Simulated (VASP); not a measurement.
# BaS (Fm-3m) in VASP: a series of runs

Aim: see how the results for BaS move with the level of theory and the settings. Levels: PBE, LDA, r2SCAN. Tasks: single point.

Everything below comes from runs of VASP 6.6.1. Logs are shortened: lines on timing, memory, paths and dates and some standing lists are left out, and cuts for length are marked.

## Step 1: The cell of the first run

The structure is cubic, space group Fm-3m (No. 225). Conventional cell: a = 6.424 Å, b = 6.424 Å, c = 6.424 Å, α = 90.00°, β = 90.00°, γ = 90.00°. Ba (site symmetry m-3m) has 6 S at 3.21 Å within 4.2 Å. S (site symmetry m-3m) has 6 Ba at 3.21 Å within 4.2 Å.

## Step 2: Single point, PBE

File INCAR:

```
  PREC = Accurate
  ENCUT = 520
  EDIFF = 1E-6
  ISMEAR = 0
  SIGMA = 0.01
  LREAL = F
  LASPH = T
  NELM = 60
  ALGO = Normal
  ISIF = 2
  LWAVE = F
  LCHARG = F
  GGA = PE
  NBANDS = 15
```

File KPOINTS:

```
Automatic mesh
0
Gamma
  4 4 4
```

File POSCAR:

```
BaS
1.0
    0.0000000000      3.2117958731      3.2117958731
    3.2117958731      0.0000000000      3.2117958731
    3.2117958731      3.2117958731      0.0000000000
Ba S
1 1
Direct
    0.0000000000      0.0000000000      0.0000000000
    0.5000000000      0.5000000000      0.5000000000
```

Potentials or basis: VASP PAW PBE potentials, release 64 (Ba_sv, S).

Launch:

```
cat potpaw_PBE.64/Ba_sv/POTCAR potpaw_PBE.64/S/POTCAR > POTCAR
mpirun -np 1 vasp_std > vasp.out
```

OUTCAR:

```text
PREC = Accurate
   ENCUT = 520
   EDIFF = 1E-6
   ISMEAR = 0
   LREAL = F
   LASPH = T
   NELM = 60
   ISIF = 2
   GGA = PE

 ion  position               nearest neighbor table
   1  0.000  0.000  0.000-   2 3.21   2 3.21   2 3.21   2 3.21   2 3.21   2 3.21
   2  0.500  0.500  0.500-   1 3.21   1 3.21   1 3.21   1 3.21   1 3.21   1 3.21

  LATTYP: Found a face centered cubic cell.
 ALAT       =     6.4235917462

  Lattice vectors:

 A1 = (   0.0000000000,   3.2117958731,   3.2117958731)
 A2 = (   3.2117958731,   0.0000000000,   3.2117958731)
 A3 = (   3.2117958731,   3.2117958731,   0.0000000000)

Analysis of symmetry for initial positions (statically):
=====================================================================
 Subroutine PRICEL returns:
 Original cell was already a primitive cell.

 Routine SETGRP: Setting up the symmetry group for a
 face centered cubic supercell.

 Subroutine GETGRP returns: Found 48 space group operations
 (whereof 48 operations were pure point group operations)
 out of a pool of 48 trial point group operations.

The static configuration has the point symmetry O_h .

Analysis of symmetry for dynamics (positions and initial velocities):
=====================================================================
 Subroutine PRICEL returns:
 Original cell was already a primitive cell.

 Routine SETGRP: Setting up the symmetry group for a
 face centered cubic supercell.

 Subroutine GETGRP returns: Found 48 space group operations
 (whereof 48 operations were pure point group operations)
 out of a pool of 48 trial point group operations.

The dynamic configuration has the point symmetry O_h .

 Subroutine INISYM returns: Found 48 space group operations
 (whereof 48 operations are pure point group operations),
 and found     1 'primitive' translations

----------------------------------------------------------------------------------------

                                     Primitive cell

  volume of cell :      66.2634

  direct lattice vectors                    reciprocal lattice vectors
     0.000000000  3.211795873  3.211795873    -0.155676145  0.155676145  0.155676145
     3.211795873  0.000000000  3.211795873     0.155676145 -0.155676145  0.155676145
     3.211795873  3.211795873  0.000000000     0.155676145  0.155676145 -0.155676145

  length of vectors
     4.542165283  4.542165283  4.542165283     0.269638993  0.269638993  0.269638993
[... 72 lines left out ...]
   POTIM  = 0.5000    time-step for ionic-motion
   TEBEG  =    0.0;   TEEND  =   0.0 temperature during run
   PSTRESS=    0.0 pullay stress
   NELECT =      16.0000    total number of electrons
   NUPDOWN=      -1.0000    fix difference up-down
   EMIN   =  10.00;   EMAX   =-10.00  energy-range for DOS
   EFERMI =   0.00;   METHOD = LEGACY
   ISMEAR =     0;   SIGMA  =   0.01  broadening in eV -4-tet -1-fermi 0-gaus
   EFERMI_NEDOS =   21; number of points for ismear=-14 and -15
   IALGO  =     38    algorithm
   IMIX   =      4    mixing-type and parameters
     AMIX     =   0.40;   BMIX     =  1.00
     AMIX_MAG =   1.60;   BMIX_MAG =  1.00
  volume/ion in A,a.u.               =      33.13       223.58
  Fermi-wavevector in a.u.,A,eV,Ry     =   1.019429  1.926441 14.139651  1.039235
  Thomas-Fermi vector in A             =   2.152942
   LORBIT       =      0    0 simple, 1 ext, 2 COOP (PROOUT), +10 PAW based schemes
   GGA     = PE    functional components
   LHFCALC =     F    Hartree Fock is set to
   AEXX    =    0.0000 exact exchange contribution
   IVDW    =     0    specifies the selected vdW correction
   LEPSILON=     F    determine dielectric tensor
   LRPA    =     F    only Hartree local field effects (RPA)
 non-spin polarized calculation
 Gauss-broadening in eV      SIGMA  =   0.01
  energy-cutoff  :      520.00
  volume of cell :       66.26
 maximum number of plane-waves:      1812
 NGX is ok and might be reduce to    36
   NGX = 17   NGY = 17   NGZ = 17

 number of electron      16.0000002 magnetization

 Free energy of the ion-electron system (eV)
  ---------------------------------------------------
  ext. energy  EPLUGINS =         0.00000000
  ---------------------------------------------------
  free energy    TOTEN  =       -10.18731224 eV

  energy without entropy =      -10.18731224  energy(sigma->0) =      -10.18731224

 E-fermi :   1.4382     XC(G=0):  -8.5541

 val. band max:        1.3729927584   @ k =   0.0000   0.0000   0.0000
 cond. band min:       3.5030410473   @ k =   0.5000   0.5000   0.0000
 fundamental gap:      2.1300482889
 Fermi energy:         1.4381671965

 k-point     1 :       0.0000    0.0000    0.0000
  band No.  band energies     occupation
      1     -24.7635      2.00000
      2      -9.8207      2.00000
      3      -9.8207      2.00000
      4      -9.8207      2.00000
      5      -8.9604      2.00000
      6       1.3730      2.00000
      7       1.3730      2.00000
      8       1.3730      2.00000
      9       4.8875      0.00000
     10       5.2332      0.00000
     11       5.2332      0.00000
     12       5.2332      0.00000
     13       6.1414      0.00000
     14       6.1414      0.00000
[... 113 lines left out ...]
      2     -10.3080      2.00000
      3     -10.1401      2.00000
      4     -10.1401      2.00000
      5      -8.3725      2.00000
      6       0.2798      2.00000
      7       0.8718      2.00000
      8       0.8718      2.00000
      9       5.6397      0.00000
     10       5.6397      0.00000
     11       7.5763      0.00000
     12       8.1766      0.00000
     13       8.7918      0.00000
     14      10.7531      0.00000
     15      11.8797      0.00000

------------------------ aborting loop because EDIFF is reached ----------------------------------------

  FORCE on cell =-STRESS in cart. coord.  units (eV):
  Direction    XX          YY          ZZ          XY          YZ          ZX
  --------------------------------------------------------------------------------------
  -------------------------------------------------------------------------------------
  Total        0.2838399      0.2838399      0.2838399     -0.0000000     -0.0000000      0.0000000
  in kB        6.8629412      6.8629412      6.8629412     -0.0000000     -0.0000000      0.0000000
  external PRESSURE =       6.8629412 kB  Pullay stress =       0.0000000 kB

 VOLUME and BASIS-vectors are now :
 -----------------------------------------------------------------------------
  energy-cutoff  :      520.00
  volume of cell :       66.26
      direct lattice vectors                 reciprocal lattice vectors
     0.000000000  3.211795873  3.211795873    -0.155676145  0.155676145  0.155676145
     3.211795873  0.000000000  3.211795873     0.155676145 -0.155676145  0.155676145
     3.211795873  3.211795873  0.000000000     0.155676145  0.155676145 -0.155676145

 POSITION                                       TOTAL-FORCE (eV/Angst)
 -----------------------------------------------------------------------------------
      0.00000      0.00000      0.00000        -0.000000      0.000000      0.000000
      3.21180      3.21180      3.21180         0.000000     -0.000000     -0.000000
 -----------------------------------------------------------------------------------
    total drift:                                0.000000      0.000000      0.000000

  FREE ENERGIE OF THE ION-ELECTRON SYSTEM (eV)
  ---------------------------------------------------
  free  energy   TOTEN  =       -10.1873122354 eV

  energy  without entropy=      -10.1873122354  energy(sigma->0) =      -10.18731224
```

It took 5.4 s on 1 thread of Intel Xeon 6975P-C (Granite Rapids), shared host; peak memory 0.19 GiB.

What came out:

| Property | Result |
| --- | --- |
| Free energy | -10.1873 eV |
| Pressure | 0.7 GPa |
| Band gap on the k mesh | 2.13 eV, indirect (least direct gap 2.28 eV) |

Caveat: the k points lie up to 0.42 Å⁻¹ apart; spin-orbit coupling is left out, which moves the levels of the heavy elements. As with any semilocal functional, this PBE gap is likely too small.

## Step 3: Single point, PBE

File INCAR:

```
SYSTEM = BaS
PREC     = Accurate       ! precision mode
ENCUT    = 520            ! plane-wave cutoff, eV
EDIFF    = 1E-6           ! SCF threshold, eV
ISMEAR   = 0              ! smearing method
SIGMA    = 0.01           ! smearing width, eV
LREAL    = .FALSE.        ! projectors in reciprocal space
LASPH    = .TRUE.         ! aspherical terms in the spheres
NELM     = 60             ! most SCF steps
ALGO     = Normal         ! electronic algorithm
ISIF     = 2              ! what is computed and relaxed
LWAVE    = .FALSE.        ! write WAVECAR
LCHARG   = .TRUE.         ! write CHGCAR
GGA      = PE             ! functional
LELF     = .TRUE.         ! ELF
LVHAR    = .TRUE.       
NBANDS   = 15             ! bands
```

File KPOINTS:

```
Automatic mesh
0
G
  4 4 4
  0 0 0
```

POSCAR is that of step 2.

Potentials or basis: VASP PAW PBE potentials, release 64 (Ba_sv, S).

Launch:

```
cat potpaw_PBE.64/Ba_sv/POTCAR potpaw_PBE.64/S/POTCAR > POTCAR
mpirun -np 1 vasp_std > vasp.out
```

OUTCAR:

```text
SYSTEM = BaS
   PREC = Accurate
   ENCUT = 520
   EDIFF = 1E-6
   ISMEAR = 0
   LREAL = .FALSE.
   LASPH = .TRUE.
   NELM = 60
   ISIF = 2
   GGA = PE

 ion  position               nearest neighbor table
   1  0.000  0.000  0.000-   2 3.21   2 3.21   2 3.21   2 3.21   2 3.21   2 3.21
   2  0.500  0.500  0.500-   1 3.21   1 3.21   1 3.21   1 3.21   1 3.21   1 3.21

  LATTYP: Found a face centered cubic cell.
 ALAT       =     6.4235917462

  Lattice vectors:

 A1 = (   0.0000000000,   3.2117958731,   3.2117958731)
 A2 = (   3.2117958731,   0.0000000000,   3.2117958731)
 A3 = (   3.2117958731,   3.2117958731,   0.0000000000)

Analysis of symmetry for initial positions (statically):
=====================================================================
 Subroutine PRICEL returns:
 Original cell was already a primitive cell.

 Routine SETGRP: Setting up the symmetry group for a
 face centered cubic supercell.

 Subroutine GETGRP returns: Found 48 space group operations
 (whereof 48 operations were pure point group operations)
 out of a pool of 48 trial point group operations.

The static configuration has the point symmetry O_h .

Analysis of symmetry for dynamics (positions and initial velocities):
=====================================================================
 Subroutine PRICEL returns:
 Original cell was already a primitive cell.

 Routine SETGRP: Setting up the symmetry group for a
 face centered cubic supercell.

 Subroutine GETGRP returns: Found 48 space group operations
 (whereof 48 operations were pure point group operations)
 out of a pool of 48 trial point group operations.

The dynamic configuration has the point symmetry O_h .

 Subroutine INISYM returns: Found 48 space group operations
 (whereof 48 operations are pure point group operations),
 and found     1 'primitive' translations

----------------------------------------------------------------------------------------

                                     Primitive cell

  volume of cell :      66.2634

  direct lattice vectors                    reciprocal lattice vectors
[... 101 lines left out ...]
 non-spin polarized calculation
 Gauss-broadening in eV      SIGMA  =   0.01
  energy-cutoff  :      520.00
  volume of cell :       66.26
 maximum number of plane-waves:      1812
 NGX is ok and might be reduce to    36
   NGX = 17   NGY = 17   NGZ = 17

 number of electron      16.0000002 magnetization

 Free energy of the ion-electron system (eV)
  ---------------------------------------------------
  ext. energy  EPLUGINS =         0.00000000
  ---------------------------------------------------
  free energy    TOTEN  =       -10.18731224 eV

  energy without entropy =      -10.18731224  energy(sigma->0) =      -10.18731224

 E-fermi :   1.4382     XC(G=0):  -8.5541

 val. band max:        1.3729927584   @ k =   0.0000   0.0000   0.0000
 cond. band min:       3.5030410473   @ k =   0.5000   0.5000   0.0000
 fundamental gap:      2.1300482889
 Fermi energy:         1.4381671965

 k-point     1 :       0.0000    0.0000    0.0000
  band No.  band energies     occupation
      1     -24.7635      2.00000
      2      -9.8207      2.00000
      3      -9.8207      2.00000
      4      -9.8207      2.00000
      5      -8.9604      2.00000
      6       1.3730      2.00000
      7       1.3730      2.00000
      8       1.3730      2.00000
      9       4.8875      0.00000
     10       5.2332      0.00000
     11       5.2332      0.00000
     12       5.2332      0.00000
     13       6.1414      0.00000
     14       6.1414      0.00000
[... 113 lines left out ...]
      2     -10.3080      2.00000
      3     -10.1401      2.00000
      4     -10.1401      2.00000
      5      -8.3725      2.00000
      6       0.2798      2.00000
      7       0.8718      2.00000
      8       0.8718      2.00000
      9       5.6397      0.00000
     10       5.6397      0.00000
     11       7.5763      0.00000
     12       8.1766      0.00000
     13       8.7918      0.00000
     14      10.7531      0.00000
     15      11.8797      0.00000

------------------------ aborting loop because EDIFF is reached ----------------------------------------

  FORCE on cell =-STRESS in cart. coord.  units (eV):
  Direction    XX          YY          ZZ          XY          YZ          ZX
  --------------------------------------------------------------------------------------
  -------------------------------------------------------------------------------------
  Total        0.2838399      0.2838399      0.2838399     -0.0000000     -0.0000000      0.0000000
  in kB        6.8629412      6.8629412      6.8629412     -0.0000000     -0.0000000      0.0000000
  external PRESSURE =       6.8629412 kB  Pullay stress =       0.0000000 kB

 VOLUME and BASIS-vectors are now :
 -----------------------------------------------------------------------------
  energy-cutoff  :      520.00
  volume of cell :       66.26
      direct lattice vectors                 reciprocal lattice vectors
     0.000000000  3.211795873  3.211795873    -0.155676145  0.155676145  0.155676145
     3.211795873  0.000000000  3.211795873     0.155676145 -0.155676145  0.155676145
     3.211795873  3.211795873  0.000000000     0.155676145  0.155676145 -0.155676145

 POSITION                                       TOTAL-FORCE (eV/Angst)
 -----------------------------------------------------------------------------------
      0.00000      0.00000      0.00000        -0.000000      0.000000      0.000000
      3.21180      3.21180      3.21180         0.000000     -0.000000     -0.000000
 -----------------------------------------------------------------------------------
    total drift:                                0.000000      0.000000      0.000000

  FREE ENERGIE OF THE ION-ELECTRON SYSTEM (eV)
  ---------------------------------------------------
  free  energy   TOTEN  =       -10.1873122354 eV

  energy  without entropy=      -10.1873122354  energy(sigma->0) =      -10.18731224
```

stdout:

```text
POSCAR found type information on POSCAR BaS
 POSCAR found :  2 types and       2 ions
 scaLAPACK will be used
 LDA part: xc-table for (Slater+PW92), standard interpolation
 POSCAR, INCAR and KPOINTS ok, starting setup
 FFT: planning ... GRIDC
 FFT: planning ... GRID_SOFT
 FFT: planning ... GRID
 WAVECAR not read
 entering main loop
```

Wall time 6.9 s (1 thread of Intel Xeon 6975P-C (Granite Rapids), shared host); peak memory 0.19 GiB.

What came out:

```yaml
Free_energy: -10.1873 eV
Pressure: 0.7 GPa
Band_gap_on_the_k_mesh: 2.13 eV, indirect (least direct gap 2.28 eV)
```

Caveat: the k points lie up to 0.42 Å⁻¹ apart; spin-orbit coupling is left out, which moves the levels of the heavy elements.

(Part 1 of 2 ends here.)
